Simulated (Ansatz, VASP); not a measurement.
**One calculation of KF, two programs**

```
CELL_PARAMETERS angstrom
3.21007 0.00000 0.00000
0.00000 3.21007 0.00000
0.00000 0.00000 3.16119
ATOMIC_POSITIONS crystal
K 0.00000 0.00000 0.00000
F 0.50000 0.50000 0.50000
```

Change from the starting cell: strain -0.015 along x and y, -0.030 along z, atoms carried along.

Alike in both runs: task single point; functional LDA; k mesh 8 × 8 × 8; occupations gaussian, width 0.05 eV; no spin polarisation.

```csv
,VASP,Ansatz
version,VASP 6.6.1,Ansatz 0.2.0
potentials or method,"VASP PAW LDA potentials, release 64 (K_sv, F), cutoff 520 eV","scalar-relativistic, plane waves, PAW"
valence electrons in the cell,16,16
```

|  | VASP | Ansatz | Ansatz less VASP |
| --- | --- | --- | --- |
| gap on the k mesh at the Fermi level (eV) | 6.30 | 6.32 | +0.015 |
| least direct gap on the mesh (eV) | 6.34 | 6.36 | +0.015 |
| pressure (GPa) | -4.1 | -4.3 | -0.15 |
| traceless stress, the component that is largest in VASP (GPa) | 0.90 | 0.90 | -0.001 |

LDA's correlation is that of Perdew and Zunger in VASP and of Perdew and Wang (1992) in Ansatz.
